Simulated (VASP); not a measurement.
Crystal: FeO.

```xyz
2
Lattice="2.6125 0.0000 0.0000 0.0000 2.6125 0.0000 0.0000 0.0000 2.6125" Properties=species:S:1:pos:R:3 pbc="T T T"
Fe    0.0000    0.0000    0.0000
O     1.3062    1.3062    1.3062
```

Program: VASP 6.6.1. Alike in all runs: task single point; potentials or basis VASP PAW PBE potentials, release 64 (Fe, O); cell as given; cutoff (eV) 520; smearing fermi-dirac 0.05 eV.

Order these runs on this cell by their pressure, lowest first.
A. level PBEsol-based screened hybrid with 25 % exact exchange; spin collinear, ferromagnetic start; k mesh 5 × 5 × 5; grid for exact exchange (PRECFOCK) Normal; share of exact exchange 0.25; screening parameter 0.207 1/Å
B. level PBE; spin collinear, ferromagnetic start; k mesh 10 × 10 × 10
C. level PBE-based screened hybrid with 25 % exact exchange; spin collinear, ferromagnetic start; k mesh 5 × 5 × 5; grid for exact exchange (PRECFOCK) Normal; share of exact exchange 0.25; screening parameter 0.3 1/Å
D. level PBE; spin off; k mesh 10 × 10 × 10

D (-17.0 GPa), A (-5.3 GPa), C (1.9 GPa), B (9.3 GPa).

Caveats: some runs use coarse meshes; a cell with one magnetic atom can't hold antiferromagnetic order, which such compounds often take (at least some runs); the PAW data sets were made with another functional, which shifts forces and pressure a little (at least some runs); the cell stands under tension (at least some runs); the cell stands under pressure (at least some runs).
